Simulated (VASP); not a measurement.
Input of a VASP 6.6.1 run:

File INCAR:

```
SYSTEM = NaF
PREC     = Accurate       ! precision mode
ENCUT    = 520            ! plane-wave cutoff, eV
EDIFF    = 1E-7           ! SCF threshold, eV
ISMEAR   = 0              ! smearing method
SIGMA    = 0.05           ! smearing width, eV
LREAL    = .FALSE.        ! projectors in reciprocal space
LASPH    = .TRUE.         ! aspherical terms in the spheres
NELM     = 60             ! most SCF steps
ALGO     = Normal         ! electronic algorithm
ISIF     = 2              ! what is computed and relaxed
LWAVE    = .FALSE.        ! write WAVECAR
LCHARG   = .TRUE.         ! write CHGCAR
GGA      = PS             ! functional
LELF     = .TRUE.         ! ELF
LVHAR    = .TRUE.       
NBANDS   = 14             ! bands
```

Contents of KPOINTS:

```
regular mesh
0
G
  10 10 10
  0 0 0
```

File POSCAR:

```
NaF
1.0
    0.0000000000      2.3200000000      2.3200000000
    2.3200000000      0.0000000000      2.3200000000
    2.3200000000      2.3200000000      0.0000000000
Na F
1 1
Direct
    0.0000000000      0.0000000000      0.0000000000
    0.5000000000      0.5000000000      0.5000000000
```

Potentials or basis: VASP PAW PBE potentials, release 64 (Na_pv, F).

Launch:

```console
$ cat potpaw_PBE.64/Na_pv/POTCAR potpaw_PBE.64/F/POTCAR > POTCAR
$ mpirun -np 1 vasp_std > vasp.out
```

**Question.** Estimate the pressure.

**Answer.** -0.3 GPa.

**Question.** Predict the band gap on the k mesh.

**Answer.** 6.14 eV.

Caveat: the PAW data sets were made with another functional, which shifts forces and pressure a little. A k mesh can miss the band edges.
